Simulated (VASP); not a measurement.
**ZnS: single point with PBE**

The system is ZnS.

```
Zn S
1.0
     3.81100    0.00000    0.00000
    -1.90550    3.30042    0.00000
     0.00000    0.00000    6.23400
Zn S
2 2
Direct
  0.33333 0.66667 0.00000
  0.66667 0.33333 0.50000
  0.33333 0.66667 0.40906
  0.66667 0.33333 0.88500
```

This cell differs from its parent crystal: atom 3 (S) moved +0.150 Å along Cartesian [0 0 1].

| Property | Result |
| --- | --- |
| Program | VASP 6.6.1 |
| Task | single point |
| Functional | PBE |
| Potentials or basis | VASP PAW PBE potentials, release 64 (Zn, S) |
| Cutoff | 520 eV |
| k mesh | 12 × 12 × 6 |
| Occupations | gaussian, width 0.05 eV |
| Spin | no spin polarisation |
| Dipole correction | no |
| Further INCAR settings | ALGO = Normal; EDIFF = 1e-06; NBANDS = 26 |

```yaml
Pressure: 3.2 GPa
Largest_force: 1.254 eV/Å
Band_gap_on_the_k_mesh: 2.24 eV
```

Forces in eV/Å, atoms in the order of the input:
```
Zn   0.000  0.000  0.569
Zn   0.000  0.000  0.486
S    0.000  0.000 -1.254
S    0.000  0.000  0.199
```

Stress tensor (GPa, compression positive):
```
4.45 0.00 0.00
0.00 4.45 0.00
0.00 0.00 0.56
```

Levels at points of the mesh, in eV from the valence-band top:
```tsv
k point	band 15	band 16	band 17	band 18	band 19	band 20	band 21	band 22
(0.00, 0.00, 0.00)	-0.85	-0.05	-0.05	0.00	2.24	2.89	6.26	6.26
(0.50, 0.00, 0.00)	-3.03	-2.31	-1.44	-1.11	3.51	4.23	5.17	7.36
(0.00, 0.00, 0.50)	-0.55	-0.55	-0.39	-0.39	3.37	3.50	6.18	6.57
(0.50, 0.00, 0.50)	-1.88	-1.61	-1.52	-1.35	3.48	3.79	4.80	5.20
```

It took 4 min on 1 thread of Intel Xeon 8259CL, with other jobs on the host, peak memory 0.3 GiB.

Caveat: the cell differs from its parent crystal (atom 3 (S) moved +0.150 Å along Cartesian [0 0 1]); the cell stands under pressure; forces of over 1 eV/Å act on the atoms, so gaps and moduli don't describe the material at rest. A k mesh can miss the band edges.
